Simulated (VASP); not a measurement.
Input of a VASP 6.6.1 run:

The input INCAR:

```
ALGO     = Fast           # electronic algorithm
EDIFF    = 1E-7           # SCF threshold, eV
ENCUT    = 520            # plane-wave cutoff, eV
GGA      = PE             # functional
ISIF     = 2              # what is computed and relaxed
ISMEAR   = 0              # smearing method
ISPIN    = 2              # spin polarisation
LASPH    = True           # aspherical terms in the spheres
LCHARG   = False          # write CHGCAR
LMAXMIX  = 4              # l up to which the mixer works
LORBIT   = 11             # projections on sites
LREAL    = False          # projectors in reciprocal space
LWAVE    = False          # write WAVECAR
MAGMOM   = 0 0 0 0 0 0    # initial moments
NBANDS   = 37             # bands
NELM     = 150            # most SCF steps
PREC     = Accurate       # precision mode
SIGMA    = 0.05           # smearing width, eV
```

The input KPOINTS:

```
k-points
0
Gamma
  12 12 8
```

File POSCAR:

```
SiNi2
1.0
    3.6337209578      0.0000000000      0.0000000000
   -1.8168604789      3.1468946597      0.0000000000
    0.0000000000      0.0000000000      4.6870832376
Si Ni
2 4
Direct
    0.3333333333      0.6666666667      0.7500000000
    0.6666666667      0.3333333333      0.2500000000
    0.0000000000      0.0000000000      0.0000000000
    0.0000000000      0.0000000000      0.5000000000
    0.3333333333      0.6666666667      0.2500000000
    0.6666666667      0.3333333333      0.7500000000
```

Potentials or basis: VASP PAW PBE potentials, release 64 (Si, Ni).

The run is started by

```console
$ cat potpaw_PBE.64/Si/POTCAR potpaw_PBE.64/Ni/POTCAR > POTCAR
$ mpirun -np 1 vasp_std > vasp.out
```

Q: Estimate the net moment.

A: 0.00 μB per cell.

Q: What does it give for the band gap on the k mesh?

A: Zero (filled and empty bands overlap).

Q: Predict the pressure.

A: 70.3 GPa.

Stress tensor (GPa, compression positive):
```
75.86  0.00  0.00
 0.00 75.86  0.00
 0.00  0.00 59.27
```
